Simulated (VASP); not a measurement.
# SnSe2 (P-3m1) in VASP: notebook, part 3 of 3

VASP 6.6.1.

## Step 5: Single point, PBE

This run uses another cell than the first one, of 25.73 Å³/atom, 0.962 times its volume.

INCAR reads:

```
SYSTEM = SnSe2
PREC = Accurate
ENCUT = 520
EDIFF = 1E-6
ISMEAR = 0
SIGMA = 0.014
LREAL = .FALSE.
LASPH = .TRUE.
NELM = 60
ALGO = Normal
ISIF = 2
LWAVE = .FALSE.
LCHARG = .FALSE.
GGA = PE
NBANDS = 20
```

KPOINTS reads:

```
Automatic mesh
0
G
  8 8 5
  0 0 0
```

POSCAR reads:

```
SnSe2
1.0
    3.8110000000      0.0000000000      0.0000000000
   -1.9055000000      3.3004228138      0.0000000000
    0.0000000000      0.0000000000      6.1360000000
Sn Se
1 2
Direct
    0.0000000000      0.0000000000      0.0000000000
    0.6666666667      0.3333333333      0.7510000000
    0.3333333333      0.6666666667      0.2490000000
```

Potentials or basis: VASP PAW PBE potentials, release 64 (Sn_d, Se).

Launch:

```console
cat potpaw_PBE.64/Sn_d/POTCAR potpaw_PBE.64/Se/POTCAR > POTCAR
mpirun -np 1 vasp_std > vasp.out
```

OUTCAR:

```text
SYSTEM = SnSe2
   PREC = Accurate
   ENCUT = 520
   EDIFF = 1E-6
   ISMEAR = 0
   LREAL = .FALSE.
   LASPH = .TRUE.
   NELM = 60
   ISIF = 2
   GGA = PE

 ion  position               nearest neighbor table
   1  0.000  0.000  0.000-   2 2.68   3 2.68   3 2.68   2 2.68   2 2.68   3 2.68
   2  0.667  0.333  0.751-   1 2.68   1 2.68   1 2.68
   3  0.333  0.667  0.249-   1 2.68   1 2.68   1 2.68

  LATTYP: Found a hexagonal cell.
 ALAT       =     3.8110000000
 C/A-ratio  =     1.6100760955

  Lattice vectors:

 A1 = (   3.8110000000,   0.0000000000,   0.0000000000)
 A2 = (  -1.9055000000,   3.3004228138,   0.0000000000)
 A3 = (   0.0000000000,   0.0000000000,   6.1360000000)

Analysis of symmetry for initial positions (statically):
=====================================================================
 Subroutine PRICEL returns:
 Original cell was already a primitive cell.

 Routine SETGRP: Setting up the symmetry group for a
 hexagonal supercell.

 Subroutine GETGRP returns: Found 12 space group operations
 (whereof 12 operations were pure point group operations)
 out of a pool of 24 trial point group operations.

The static configuration has the point symmetry D_3d.

Analysis of symmetry for dynamics (positions and initial velocities):
=====================================================================
 Subroutine PRICEL returns:
 Original cell was already a primitive cell.

 Routine SETGRP: Setting up the symmetry group for a
 hexagonal supercell.

 Subroutine GETGRP returns: Found 12 space group operations
 (whereof 12 operations were pure point group operations)
 out of a pool of 24 trial point group operations.

The dynamic configuration has the point symmetry D_3d.

 Subroutine INISYM returns: Found 12 space group operations
 (whereof 12 operations are pure point group operations),
 and found     1 'primitive' translations

----------------------------------------------------------------------------------------

                                     Primitive cell

  volume of cell :      77.1781

  direct lattice vectors                    reciprocal lattice vectors
     3.811000000  0.000000000  0.000000000     0.262398321  0.151495741  0.000000000
    -1.905500000  3.300422814  0.000000000     0.000000000  0.302991482  0.000000000
     0.000000000  0.000000000  6.136000000     0.000000000  0.000000000  0.162972621

  length of vectors
     3.811000000  3.811000000  6.136000000     0.302991482  0.302991482  0.162972621

  position of ions in fractional coordinates (direct lattice)
     0.000000000  0.000000000  0.000000000
     0.666666667  0.333333333  0.751000000
     0.333333333  0.666666667  0.249000000

  ion indices of the primitive-cell ions
   primitive index   ion index
                 1           1
                 2           2
                 3           3

----------------------------------------------------------------------------------------

 KPOINTS: Automatic mesh

Automatic generation of k-mesh.
 Grid dimensions read from file:
 generate k-points for:    8    8    5

 Generating k-lattice:

  Cartesian coordinates                     Fractional coordinates (reciprocal lattice)
     0.032799790  0.018936968  0.000000000     0.125000000  0.000000000  0.000000000
     0.000000000  0.037873935  0.000000000     0.000000000  0.125000000  0.000000000
     0.000000000  0.000000000  0.032594524     0.000000000  0.000000000  0.200000000

  Length of vectors
     0.037873935  0.037873935  0.032594524

  Shift w.r.t. Gamma in fractional coordinates (k-lattice)
     0.000000000  0.000000000  0.000000000

 Subroutine IBZKPT returns following result:
 ===========================================

 Found     40 irreducible k-points:

 Following reciprocal coordinates:
            Coordinates               Weight
  0.000000  0.000000  0.000000      1.000000
  0.125000  0.000000  0.000000      6.000000
  0.250000  0.000000  0.000000      6.000000
  0.375000  0.000000  0.000000      6.000000
  0.500000  0.000000  0.000000      3.000000
  0.125000  0.125000  0.000000      6.000000
[... 16 lines left out ...]
 -0.125000  0.500000  0.200000     12.000000
  0.250000  0.250000  0.200000     12.000000
 [... further k-points ...]
   k-points           NKPTS =     40   k-points in BZ     NKDIM =     40   number of bands    NBANDS=     20
   number of dos      NEDOS =    301   number of ions     NIONS =      3
   total plane-waves  NPLWV =  37632
   dimension x,y,z NGX =    28 NGY =   28 NGZ =   48
   dimension x,y,z NGXF=    56 NGYF=   56 NGZF=   96
   ions per type =               1   2
   NGX,Y,Z   is equivalent  to a cutoff of  12.21, 12.21, 13.00 a.u.
   NGXF,Y,Z  is equivalent  to a cutoff of  24.43, 24.43, 26.01 a.u.
 SYSTEM =  SnSe2
   PREC   = accura    normal or accurate (medium, high low for compatibility)
   ISTART =      0    job   : 0-new  1-cont  2-samecut
   ICHARG =      2    charge: 1-file 2-atom 10-const
   ISPIN  =      1    spin polarized calculation?
   LNONCOLLINEAR =      F non collinear calculations
   LSORBIT =      F    spin-orbit coupling
   LASPH  =      T    aspherical Exc in radial PAW
   ENCUT  =  520.0 eV  38.22 Ry    6.18 a.u.   7.09  7.09 11.41*2*pi/ulx,y,z
   NELM   =     60;   NELMIN=  2; NELMDL= -5     # of ELM steps
   EDIFF  = 0.1E-05   stopping-criterion for ELM
   LREAL  =      F    real-space projection
   EDIFFG = 0.1E-04   stopping-criterion for IOM
   NSW    =      0    number of steps for IOM
   IBRION =     -1    ionic relax: 0-MD 1-quasi-New 2-CG
   NFREE  =      0    steps in history (QN), initial steepest desc. (CG)
   ISIF   =      2    stress and relaxation
   ISYM   =      2    0-nonsym 1-usesym 2-fastsym
   POTIM  = 0.5000    time-step for ionic-motion
   TEBEG  =    0.0;   TEEND  =   0.0 temperature during run
   PSTRESS=    0.0 pullay stress
   NELECT =      26.0000    total number of electrons
   NUPDOWN=      -1.0000    fix difference up-down
   EMIN   =  10.00;   EMAX   =-10.00  energy-range for DOS
   EFERMI =   0.00;   METHOD = LEGACY
   ISMEAR =     0;   SIGMA  =   0.01  broadening in eV -4-tet -1-fermi 0-gaus
   EFERMI_NEDOS =   21; number of points for ismear=-14 and -15
   IALGO  =     38    algorithm
   IMIX   =      4    mixing-type and parameters
     AMIX     =   0.40;   BMIX     =  1.00
     AMIX_MAG =   1.60;   BMIX_MAG =  1.00
  volume/ion in A,a.u.               =      25.73       173.61
  Fermi-wavevector in a.u.,A,eV,Ry     =   1.139116  2.152617 17.654722  1.297585
  Thomas-Fermi vector in A             =   2.275820
   LORBIT       =      0    0 simple, 1 ext, 2 COOP (PROOUT), +10 PAW based schemes
   GGA     = PE    functional components
   LHFCALC =     F    Hartree Fock is set to
   AEXX    =    0.0000 exact exchange contribution
   IVDW    =     0    specifies the selected vdW correction
   LEPSILON=     F    determine dielectric tensor
   LRPA    =     F    only Hartree local field effects (RPA)
 non-spin polarized calculation
 Gauss-broadening in eV      SIGMA  =   0.01
  energy-cutoff  :      520.00
  volume of cell :       77.18
 maximum number of plane-waves:      2095
   NGX = 15   NGY = 15   NGZ = 23

 number of electron      26.0000006 magnetization

 Free energy of the ion-electron system (eV)
  ---------------------------------------------------
  ext. energy  EPLUGINS =         0.00000000
  ---------------------------------------------------
  free energy    TOTEN  =       -11.74639950 eV

  energy without entropy =      -11.74639950  energy(sigma->0) =      -11.74639950

 E-fermi :   4.3355     XC(G=0):  -9.4548

 val. band max:        4.1747043150   @ k =   0.1250   0.0000   0.0000
 cond. band min:       4.9801914831   @ k =   0.5000   0.0000   0.4000
 fundamental gap:      0.8054871681
 Fermi energy:         4.3355402448

 k-point     1 :       0.0000    0.0000    0.0000
  band No.  band energies     occupation
      1     -17.0968      2.00000
      2     -17.0968      2.00000
      3     -17.0579      2.00000
      4     -17.0428      2.00000
      5     -17.0428      2.00000
      6      -9.8291      2.00000
[... 12 lines left out ...]
     19      13.1111      0.00000
     20      13.1111      0.00000

 k-point     2 :       0.1250    0.0000    0.0000
  band No.  band energies     occupation
      1     -17.1048      2.00000
      2     -17.0916      2.00000
      3     -17.0536      2.00000
      4     -17.0459      2.00000
      5     -17.0415      2.00000
      6      -9.6726      2.00000
[... 498 lines left out ...]
 k-point    24 :       0.2500    0.2500    0.2000
  band No.  band energies     occupation
      1     -17.1352      2.00000
      2     -17.0965      2.00000
      3     -17.0505      2.00000
      4     -17.0377      2.00000
      5     -17.0193      2.00000
      6      -8.2307      2.00000
[... 12 lines left out ...]
     19      11.5873      0.00000
     20      13.9448      0.00000

 [... further k-points ...]
[... 5 lines left out ...]
  --------------------------------------------------------------------------------------
  -------------------------------------------------------------------------------------
  Total        2.4705925      2.4705925      3.1928973      0.0000000      0.0000000     -0.0000000
  in kB       51.2882426     51.2882426     66.2829224      0.0000000      0.0000000     -0.0000000
  external PRESSURE =      56.2864692 kB  Pullay stress =       0.0000000 kB

 VOLUME and BASIS-vectors are now :
 -----------------------------------------------------------------------------
  energy-cutoff  :      520.00
  volume of cell :       77.18
      direct lattice vectors                 reciprocal lattice vectors
     3.811000000  0.000000000  0.000000000     0.262398321  0.151495741  0.000000000
    -1.905500000  3.300422814  0.000000000     0.000000000  0.302991482  0.000000000
     0.000000000  0.000000000  6.136000000     0.000000000  0.000000000  0.162972621

 POSITION                                       TOTAL-FORCE (eV/Angst)
 -----------------------------------------------------------------------------------
      0.00000      0.00000      0.00000        -0.000000      0.000000      0.000000
      1.90550      1.10014      4.60814        -0.000000      0.000000     -0.803605
     -0.00000      2.20028      1.52786         0.000000      0.000000      0.803605
 -----------------------------------------------------------------------------------
    total drift:                                0.000000      0.000000     -0.000000

  FREE ENERGIE OF THE ION-ELECTRON SYSTEM (eV)
  ---------------------------------------------------
  free  energy   TOTEN  =       -11.7463995028 eV

  energy  without entropy=      -11.7463995028  energy(sigma->0) =      -11.74639950
```

OSZICAR:

```text
N       E                     dE             d eps       ncg     rms          rms(c)
DAV:   1     0.205603949851E+03    0.20560E+03   -0.12091E+04  1640   0.145E+03
DAV:   2     0.112018102909E+02   -0.19440E+03   -0.18750E+03  1736   0.393E+02
DAV:   3    -0.112419028967E+02   -0.22444E+02   -0.22137E+02  1928   0.114E+02
DAV:   4    -0.120028595572E+02   -0.76096E+00   -0.75989E+00  1932   0.223E+01
DAV:   5    -0.120218067850E+02   -0.18947E-01   -0.18946E-01  2188   0.359E+00    0.524E+00
DAV:   6    -0.117668063563E+02    0.25500E+00   -0.49427E-01  2456   0.752E+00    0.338E+00
DAV:   7    -0.117461089756E+02    0.20697E-01   -0.16873E-01  1904   0.263E+00    0.102E+00
DAV:   8    -0.117458565385E+02    0.25244E-03   -0.13062E-02  2040   0.115E+00    0.289E-01
DAV:   9    -0.117463601012E+02   -0.50356E-03   -0.15677E-03  1812   0.298E-01    0.880E-02
DAV:  10    -0.117463671945E+02   -0.70933E-05   -0.11180E-04  2128   0.771E-02    0.344E-02
DAV:  11    -0.117463986885E+02   -0.31494E-04   -0.42654E-05  1748   0.364E-02    0.659E-03
DAV:  12    -0.117463995028E+02   -0.81426E-06   -0.22202E-06  1760   0.109E-02
   1 F= -.11746400E+02 E0= -.11746400E+02  d E =-.711399E-61
```

It took 23 s on 1 thread of Intel Xeon 6975P-C (Granite Rapids), shared host; peak memory 0.21 GiB.

Results:

```
Free energy            : -11.7464 eV
Pressure               : 5.6 GPa
Largest force          : 0.804 eV/Å
Band gap on the k mesh : 0.81 eV, indirect (least direct gap 1.09 eV)
```

Forces in eV/Å, atoms in the order of the input:
```
Sn   0.000  0.000  0.000
Se   0.000  0.000 -0.804
Se   0.000  0.000  0.804
```

Stress tensor (GPa, compression positive):
```
5.13 0.00 0.00
0.00 5.13 0.00
0.00 0.00 6.63
```

Levels at points of the mesh, in eV from the valence-band top:
```tsv
k point	band 9	band 10	band 11	band 12	band 13	band 14	band 15	band 16	band 17	band 18
(0.00, 0.00, 0.00)	-0.70	-0.70	-0.40	-0.40	-0.01	1.09	2.94	4.64	4.64	8.13
(0.50, 0.00, 0.00)	-4.48	-2.91	-2.69	-1.20	-0.31	1.15	3.79	5.45	5.49	7.27
```

Caveat: spin-orbit coupling is left out, which moves the levels of the heavy elements; this functional lacks dispersion, which binds the layers, so the pressure and a relaxed spacing across them are unreliable.

## Step 6: Relaxation of cell and atoms, PBEsol+D3(BJ)

This run uses another cell than the first one, of 25.73 Å³/atom, 0.962 times its volume.

INCAR reads:

```
ALGO = Normal
EDIFF = 1E-6
EDIFFG = -0.01
ENCUT = 600
GGA = PS
IBRION = 2
ISIF = 3
ISMEAR = -1
IVDW = 12
LASPH = True
LCHARG = False
LREAL = False
LWAVE = False
NELM = 80
NSW = 60
PREC = Accurate
SIGMA = 0.05
```

KPOINTS reads:

```
k-points
0
Gamma
  8 8 5
```

POSCAR is that of step 5.

Potentials or basis: VASP PAW PBE potentials, release 64 (Sn_d, Se).

Launch:

```console
cat potpaw_PBE.64/Sn_d/POTCAR potpaw_PBE.64/Se/POTCAR > POTCAR
mpirun -np 1 vasp_std > vasp.out
```

It took 5.2 min on 1 thread of Intel Xeon 6975P-C (Granite Rapids), shared host; peak memory 0.25 GiB.

Results (log left out):

| Item | Value |
| --- | --- |
| Free energy | -14.0066 eV |
| Relaxed volume | 23.93 Å³/atom |
| Relaxed cell | a = 3.795 Å, b = 3.795 Å, c = 5.755 Å, α = 90.00°, β = 90.00°, γ = 120.00° |
| Space group after relaxing (to 0.05 Å) | P-3m1 (No. 164) |
| Energy gained by relaxing | 26.6 meV/atom |
| Ionic steps | 15 |
| Pressure after relaxing | 0.0 GPa |
| Largest force after relaxing | 0.004 eV/Å |
| Band gap on the k mesh | 0.19 eV, indirect (least direct gap 0.67 eV) |
| Dispersion energy per atom | -0.355 eV |

Forces in eV/Å, atoms in the order of the input:
```
Sn   0.000  0.000  0.000
Se   0.000  0.000 -0.004
Se   0.000  0.000  0.004
```

Step by step:
```tsv
step	energy change (eV)	largest force (eV/Å)	pressure (GPa)	volume (Å³)
1	0.0000	0.6357	0.56	77.18
2	-0.0243	0.1239	-1.50	78.18
3	-0.0243	0.1420	-1.41	78.15
4	-0.0408	0.1243	-0.42	76.09
5	-0.0424	0.1159	0.06	75.25
6	-0.0520	0.1268	0.14	74.58
7	-0.0717	0.1577	0.65	72.55
8	-0.0509	0.2270	2.89	68.39
9	-0.0735	0.2151	1.32	71.28
10	-0.0790	0.0821	0.49	71.59
11	-0.0799	0.0005	-0.05	71.79
12	-0.0799	0.0089	0.01	71.77
13	-0.0799	0.0129	0.03	71.76
14	-0.0799	0.0104	0.02	71.77
15	-0.0799	0.0044	0.00	71.79
```

Final structure:
```
Sn Se
1.0
     3.79535    0.00000    0.00000
    -1.89768    3.28687    0.00000
     0.00000    0.00000    5.75518
Sn Se
1 2
Direct
  0.00000 0.00000 0.00000
  0.66667 0.33333 0.72447
  0.33333 0.66667 0.27553
```

Levels at points of the mesh, in eV from the valence-band top:
| k point | band 9 | band 10 | band 11 | band 12 | band 13 | band 14 | band 15 | band 16 | band 17 |
| --- | --- | --- | --- | --- | --- | --- | --- | --- | --- |
| (0.00, 0.00, 0.00) | -0.94 | -0.94 | -0.87 | -0.87 | -0.13 | 0.54 | 2.68 | 4.36 | 4.36 |
| (0.50, 0.00, 0.00) | -4.68 | -3.82 | -3.09 | -2.28 | -0.50 | 1.10 | 3.21 | 4.43 | 4.50 |

Caveat: the PAW data sets were made with another functional, which shifts forces and pressure a little; spin-orbit coupling is left out, which moves the levels of the heavy elements. A k mesh can miss the band edges.

## Step 7: Summary

```tsv
task	level	cell	k mesh	cutoff (eV)	smearing	gap on the mesh (eV)	pressure (GPa)	largest force (eV/Å)
single point	PBE	a = 3.811, b = 3.811, c = 6.381 Å, angles 90.0, 90.0, 120.0°, 3 atoms	7 × 7 × 4	520	fermi-dirac 0.05 eV	0.75	2.7	0.21
single point	PBEsol+D3(BJ)	a = 3.793, b = 3.793, c = 5.759 Å, angles 90.0, 90.0, 120.0°, 3 atoms	8 × 8 × 5	520	fermi-dirac 0.05 eV	0.20	0.1	0.02
single point	PBEsol+D4	a = 3.802, b = 3.802, c = 5.863 Å, angles 90.0, 90.0, 120.0°, 3 atoms	8 × 8 × 5	520	fermi-dirac 0.05 eV	0.34	0.1	0.02
single point	PBE	a = 3.811, b = 3.811, c = 6.136 Å, angles 90.0, 90.0, 120.0°, 3 atoms	8 × 8 × 5	520	gaussian 0.014 eV	0.81	5.6	0.80
relaxation of cell and atoms	PBEsol+D3(BJ)	relaxed from a = 3.811, b = 3.811, c = 6.136 Å, angles 90.0, 90.0, 120.0°, 3 atoms	8 × 8 × 5	600	fermi-dirac 0.05 eV	0.19	0.0	-
```

Alike in all rows: potentials or basis VASP PAW PBE potentials, release 64 (Sn_d, Se); no spin polarisation.

Caveats: spin-orbit coupling is left out, which moves the levels of the heavy elements; the PAW data sets were made with another functional, which shifts forces and pressure a little (some runs); this functional lacks dispersion, which binds the layers, so the pressure and a relaxed spacing across them are unreliable (some runs).

Total energies depend on the potentials used, so only differences within one code and one set of settings carry meaning.
